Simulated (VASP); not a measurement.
# KI (Fm-3m) in VASP: a series of runs

KI is run at these levels: r2SCAN; tasks: phonons.

Program: VASP 6.6.1. These are calculated values, not measurements. Logs are shortened: lines on timing, memory, paths and dates and some standing lists are left out, and cuts for length are marked.

## 1. The cell of the first run

Symmetry: Fm-3m, No. 225, cubic system. The conventional cell has a = 7.092 Å, b = 7.092 Å, c = 7.092 Å, α = 90.00°, β = 90.00°, γ = 90.00°. Within 4.7 Å of K (site symmetry m-3m) lie 6 I at 3.55 Å. I (site symmetry m-3m) has 6 K at 3.55 Å within 4.7 Å.

## 2. Phonons, r2SCAN

Contents of INCAR:

```
SYSTEM = KI
  ALGO = Normal
  EDIFF = 1E-8
  ENCUT = 520
  IBRION = 6
  ISIF = 2
  ISMEAR = 0
  LASPH = .True.
  LCHARG = .False.
  LMIXTAU = .True.
  LREAL = .False.
  LWAVE = .False.
  METAGGA = R2SCAN
  NBANDS = 15
  NELM = 80
  NFREE = 2
  NSW = 1
  POTIM = 0.015
  PREC = Accurate
  SIGMA = 0.01
```

Contents of KPOINTS:

```
k-points
0
Gamma
  6 6 6
  0 0 0
```

Contents of POSCAR:

```
KI
1.0
    0.0000000000      3.5459575666      3.5459575666
    3.5459575666      0.0000000000      3.5459575666
    3.5459575666      3.5459575666      0.0000000000
K I
1 1
Direct
    0.0000000000      0.0000000000      0.0000000000
    0.5000000000      0.5000000000      0.5000000000
```

Potentials or basis: VASP PAW PBE potentials, release 64 (K_sv, I).

Command:

```
$ cat potpaw_PBE.64/K_sv/POTCAR potpaw_PBE.64/I/POTCAR > POTCAR
$ mpirun -np 1 vasp_std > vasp.out
```

OUTCAR:

```text
SYSTEM = KI
   EDIFF = 1E-8
   ENCUT = 520
   IBRION = 6
   ISIF = 2
   ISMEAR = 0
   LASPH = .True.
   LREAL = .False.
   METAGGA = R2SCAN
   NELM = 80
   NFREE = 2
   NSW = 1
   POTIM = 0.015
   PREC = Accurate

 ion  position               nearest neighbor table
   1  0.000  0.000  0.000-   2 3.55   2 3.55   2 3.55   2 3.55   2 3.55   2 3.55
   2  0.500  0.500  0.500-   1 3.55   1 3.55   1 3.55   1 3.55   1 3.55   1 3.55

  LATTYP: Found a face centered cubic cell.
 ALAT       =     7.0919151332

  Lattice vectors:

 A1 = (   0.0000000000,   3.5459575666,   3.5459575666)
 A2 = (   3.5459575666,   0.0000000000,   3.5459575666)
 A3 = (   3.5459575666,   3.5459575666,   0.0000000000)

Analysis of symmetry for initial positions (statically):
=====================================================================
 Subroutine PRICEL returns:
 Original cell was already a primitive cell.

 Routine SETGRP: Setting up the symmetry group for a
 face centered cubic supercell.

 Subroutine GETGRP returns: Found 48 space group operations
 (whereof 48 operations were pure point group operations)
 out of a pool of 48 trial point group operations.

The static configuration has the point symmetry O_h .

Analysis of symmetry for dynamics (positions and initial velocities):
=====================================================================
 Subroutine PRICEL returns:
 Original cell was already a primitive cell.

 Routine SETGRP: Setting up the symmetry group for a
 face centered cubic supercell.

 Subroutine GETGRP returns: Found 48 space group operations
 (whereof 48 operations were pure point group operations)
 out of a pool of 48 trial point group operations.

The dynamic configuration has the point symmetry O_h .

 Subroutine INISYM returns: Found 48 space group operations
 (whereof 48 operations are pure point group operations),
 and found     1 'primitive' translations

----------------------------------------------------------------------------------------

                                     Primitive cell

  volume of cell :      89.1724

  direct lattice vectors                    reciprocal lattice vectors
     0.000000000  3.545957567  3.545957567    -0.141005635  0.141005635  0.141005635
     3.545957567  0.000000000  3.545957567     0.141005635 -0.141005635  0.141005635
     3.545957567  3.545957567  0.000000000     0.141005635  0.141005635 -0.141005635

  length of vectors
     5.014741282  5.014741282  5.014741282     0.244228925  0.244228925  0.244228925

  position of ions in fractional coordinates (direct lattice)
     0.000000000  0.000000000  0.000000000
     0.500000000  0.500000000  0.500000000

  ion indices of the primitive-cell ions
   primitive index   ion index
                 1           1
                 2           2

----------------------------------------------------------------------------------------

 KPOINTS: k-points

Automatic generation of k-mesh.
 Grid dimensions read from file:
 generate k-points for:    6    6    6

 Generating k-lattice:

  Cartesian coordinates                     Fractional coordinates (reciprocal lattice)
    -0.023500939  0.023500939  0.023500939     0.166666667  0.000000000  0.000000000
     0.023500939 -0.023500939  0.023500939     0.000000000  0.166666667  0.000000000
     0.023500939  0.023500939 -0.023500939     0.000000000  0.000000000  0.166666667

  Length of vectors
     0.040704821  0.040704821  0.040704821

  Shift w.r.t. Gamma in fractional coordinates (k-lattice)
     0.000000000  0.000000000  0.000000000

 Subroutine IBZKPT returns following result:
 ===========================================

 Found     16 irreducible k-points:

 Following reciprocal coordinates:
            Coordinates               Weight
  0.000000  0.000000  0.000000      1.000000
  0.166667  0.000000  0.000000      8.000000
  0.333333  0.000000  0.000000      8.000000
  0.500000  0.000000  0.000000      4.000000
  0.166667  0.166667  0.000000      6.000000
  0.333333  0.166667  0.000000     24.000000
[... 8 lines left out ...]
 -0.333333  0.333333  0.166667     24.000000
 -0.333333  0.500000  0.166667     12.000000
   k-points           NKPTS =     16   k-points in BZ     NKDIM =     16   number of bands    NBANDS=     15
   number of dos      NEDOS =    301   number of ions     NIONS =      2
   total plane-waves  NPLWV =  64000
   dimension x,y,z NGX =    40 NGY =   40 NGZ =   40
   dimension x,y,z NGXF=    80 NGYF=   80 NGZF=   80
   ions per type =               1   1
   NGX,Y,Z   is equivalent  to a cutoff of  13.26, 13.26, 13.26 a.u.
   NGXF,Y,Z  is equivalent  to a cutoff of  26.52, 26.52, 26.52 a.u.
 SYSTEM =  KI
   PREC   = accura    normal or accurate (medium, high low for compatibility)
   ISTART =      0    job   : 0-new  1-cont  2-samecut
   ICHARG =      2    charge: 1-file 2-atom 10-const
   ISPIN  =      1    spin polarized calculation?
   LNONCOLLINEAR =      F non collinear calculations
   LSORBIT =      F    spin-orbit coupling
   LASPH  =      T    aspherical Exc in radial PAW
   ENCUT  =  520.0 eV  38.22 Ry    6.18 a.u.   9.32  9.32  9.32*2*pi/ulx,y,z
   NELM   =     80;   NELMIN=  2; NELMDL= -5     # of ELM steps
   EDIFF  = 0.1E-07   stopping-criterion for ELM
   LREAL  =      F    real-space projection
   EDIFFG = 0.1E-06   stopping-criterion for IOM
   NSW    =     61    number of steps for IOM
   IBRION =      6    ionic relax: 0-MD 1-quasi-New 2-CG
   NFREE  =      2    steps in history (QN), initial steepest desc. (CG)
   ISIF   =      2    stress and relaxation
   ISYM   =      2    0-nonsym 1-usesym 2-fastsym
   POTIM  = 0.0150    time-step for ionic-motion
   TEBEG  =    0.0;   TEEND  =   0.0 temperature during run
   PSTRESS=    0.0 pullay stress
   NELECT =      16.0000    total number of electrons
   NUPDOWN=      -1.0000    fix difference up-down
   EMIN   =  10.00;   EMAX   =-10.00  energy-range for DOS
   EFERMI =   0.00;   METHOD = LEGACY
   ISMEAR =     0;   SIGMA  =   0.01  broadening in eV -4-tet -1-fermi 0-gaus
   EFERMI_NEDOS =   21; number of points for ismear=-14 and -15
   IALGO  =     38    algorithm
   IMIX   =      4    mixing-type and parameters
     AMIX     =   0.40;   BMIX     =  1.00
     AMIX_MAG =   1.60;   BMIX_MAG =  1.00
  volume/ion in A,a.u.               =      44.59       300.88
  Fermi-wavevector in a.u.,A,eV,Ry     =   0.923361  1.744898 11.600254  0.852595
  Thomas-Fermi vector in A             =   2.048989
   LORBIT       =      0    0 simple, 1 ext, 2 COOP (PROOUT), +10 PAW based schemes
   METAGGA = R2SCAN    functional components
   LHFCALC =     F    Hartree Fock is set to
   AEXX    =    0.0000 exact exchange contribution
   IVDW    =     0    specifies the selected vdW correction
   LEPSILON=     F    determine dielectric tensor
   LRPA    =     F    only Hartree local field effects (RPA)
 finite differences with symmetry
 non-spin polarized calculation
 Gauss-broadening in eV      SIGMA  =   0.01
  energy-cutoff  :      520.00
  volume of cell :       89.17
 maximum number of plane-waves:      2424
 NGX is ok and might be reduce to    40
   NGX = 19   NGY = 19   NGZ = 19

--------------------------------------- Ionic step        1  -------------------------------------------

 number of electron      15.9999999 magnetization

 Free energy of the ion-electron system (eV)
  ---------------------------------------------------
  ext. energy  EPLUGINS =         0.00000000
  ---------------------------------------------------
  free energy    TOTEN  =       -33.98434974 eV

  energy without entropy =      -33.98434974  energy(sigma->0) =      -33.98434974

------------------------ aborting loop because EDIFF is reached ----------------------------------------

  FORCE on cell =-STRESS in cart. coord.  units (eV):
  Direction    XX          YY          ZZ          XY          YZ          ZX
  --------------------------------------------------------------------------------------
  -------------------------------------------------------------------------------------
  Total        0.0014016      0.0014016      0.0014016      0.0000000      0.0000000     -0.0000000
  in kB        0.0251823      0.0251823      0.0251823      0.0000000      0.0000000     -0.0000000
  external PRESSURE =       0.0251823 kB  Pullay stress =       0.0000000 kB
[... 129 lines left out ...]
  energy  without entropy=      -33.9842250298  energy(sigma->0) =      -33.98422503

--------------------------------------- Ionic step        5  -------------------------------------------

 number of electron      15.9999999 magnetization

 Free energy of the ion-electron system (eV)
  ---------------------------------------------------
  ext. energy  EPLUGINS =         0.00000000
  ---------------------------------------------------
  free energy    TOTEN  =       -33.98422501 eV

  energy without entropy =      -33.98422501  energy(sigma->0) =      -33.98422501

 E-fermi :  -0.7143     XC(G=0):  -7.4711

 val. band max:       -0.8128482179   @ k =   0.0000   0.0000   0.0000
 cond. band min:       3.7666208358   @ k =   0.0000   0.0000   0.0000
 fundamental gap:      4.5794690537
 Fermi energy:        -0.7143152919

 k-point     1 :       0.0000    0.0000    0.0000
  band No.  band energies     occupation
      1     -30.4909      2.00000
      2     -13.2047      2.00000
      3     -13.2046      2.00000
      4     -13.2046      2.00000
      5     -11.6085      2.00000
      6      -0.8129      2.00000
      7      -0.8129      2.00000
      8      -0.8128      2.00000
      9       3.7666      0.00000
     10       6.2414      0.00000
     11       6.2414      0.00000
     12       6.2414      0.00000
     13       7.0850      0.00000
     14       7.0853      0.00000
     15       9.4378      0.00000
[... 397 lines left out ...]
 k-point    24 :       0.0000   -0.3333    0.3333
  band No.  band energies     occupation
      1     -30.4886      2.00000
      2     -13.2829      2.00000
      3     -13.2345      2.00000
      4     -13.2124      2.00000
      5     -11.3841      2.00000
      6      -1.7092      2.00000
      7      -1.5658      2.00000
      8      -1.1853      2.00000
      9       5.6716      0.00000
     10       6.8679      0.00000
     11       6.9092      0.00000
     12       8.1358      0.00000
     13       8.3831      0.00000
     14       8.6864      0.00000
     15      10.1033      0.00000

 [... further k-points ...]

------------------------ aborting loop because EDIFF is reached ----------------------------------------

  FORCE on cell =-STRESS in cart. coord.  units (eV):
  Direction    XX          YY          ZZ          XY          YZ          ZX
  --------------------------------------------------------------------------------------
  -------------------------------------------------------------------------------------
  Total        0.0034256      0.0014333      0.0014333      0.0000000      0.0000000      0.0000000
  in kB        0.0615482      0.0257520      0.0257520      0.0000000      0.0000000      0.0000000
  external PRESSURE =       0.0376841 kB  Pullay stress =       0.0000000 kB
[... 17 lines left out ...]
  FREE ENERGIE OF THE ION-ELECTRON SYSTEM (eV)
  ---------------------------------------------------
  free  energy   TOTEN  =       -33.9842250074 eV

  energy  without entropy=      -33.9842250074  energy(sigma->0) =      -33.98422501

 INTERNAL STRAIN TENSORS FROM DISPLACED ATOMS
 ============================================

 INTERNAL STRAIN TENSOR FOR ION    1 for displacements in x,y,z  (eV/Angst):
          X           Y           Z          XY          YZ          ZX
  --------------------------------------------------------------------------------
  x     0.00000     0.00000     0.00000     0.00000     0.00000     0.00000
  y     0.00000     0.00000     0.00000     0.00000     0.00000     0.00000
  z     0.00000     0.00000     0.00000     0.00000     0.00000     0.00000

 INTERNAL STRAIN TENSOR FOR ION    2 for displacements in x,y,z  (eV/Angst):
          X           Y           Z          XY          YZ          ZX
  --------------------------------------------------------------------------------
  x     0.00000     0.00000     0.00000     0.00000     0.00000     0.00000
  y     0.00000     0.00000     0.00000     0.00000     0.00000     0.00000
  z     0.00000     0.00000     0.00000     0.00000     0.00000     0.00000

 Eigenvectors and eigenvalues of the dynamical matrix
 ----------------------------------------------------

   1 f  =    3.035394 THz    19.071943 2PiTHz  101.249848 cm-1    12.553376 meV
             X         Y         Z           dx          dy          dz
      0.000000  0.000000  0.000000    -0.875200    0.000000    0.000000
      3.545958  3.545958  3.545958     0.483761    0.000000    0.000000

   2 f  =    3.035394 THz    19.071943 2PiTHz  101.249848 cm-1    12.553376 meV
             X         Y         Z           dx          dy          dz
      0.000000  0.000000  0.000000     0.000000    0.875200    0.000000
      3.545958  3.545958  3.545958     0.000000   -0.483761    0.000000
[... 11 lines left out ...]
   5 f/i=    0.005381 THz     0.033807 2PiTHz    0.179475 cm-1     0.022252 meV
             X         Y         Z           dx          dy          dz
      0.000000  0.000000  0.000000    -0.483761    0.000000    0.000000
      3.545958  3.545958  3.545958    -0.875200    0.000000    0.000000

   6 f/i=    0.005381 THz     0.033807 2PiTHz    0.179475 cm-1     0.022252 meV
             X         Y         Z           dx          dy          dz
      0.000000  0.000000  0.000000     0.000000   -0.483761    0.000000
      3.545958  3.545958  3.545958     0.000000   -0.875200    0.000000

 ELASTIC MODULI CONTR FROM IONIC RELAXATION (kBar)
 Direction    XX          YY          ZZ          XY          YZ          ZX
 --------------------------------------------------------------------------------
 XX           0.0000      0.0000      0.0000      0.0000      0.0000      0.0000
 YY           0.0000      0.0000      0.0000      0.0000      0.0000      0.0000
 ZZ           0.0000      0.0000      0.0000      0.0000      0.0000      0.0000
 XY           0.0000      0.0000      0.0000      0.0000      0.0000      0.0000
 YZ           0.0000      0.0000      0.0000      0.0000      0.0000      0.0000
 ZX           0.0000      0.0000      0.0000      0.0000      0.0000      0.0000
 --------------------------------------------------------------------------------
```

Wall time 9.9 min (1 thread of Intel Xeon Platinum 8488C (Sapphire Rapids), shared host); peak memory 0.29 GiB.

Results:

| Item | Value |
| --- | --- |
| Highest phonon frequency at Γ, LO-TO splitting left out | 101 cm⁻¹ |

Phonon frequencies in cm⁻¹ (negative: imaginary):
```csv
q point,frequencies
"(0.000, 0.000, 0.000)",0 0 0 101 101 101
```

Caveat: the PAW data sets were made with another functional, which shifts forces and pressure a little; spin-orbit coupling is left out, which moves the levels of the heavy elements.

(Continued in part 2 of 2.)
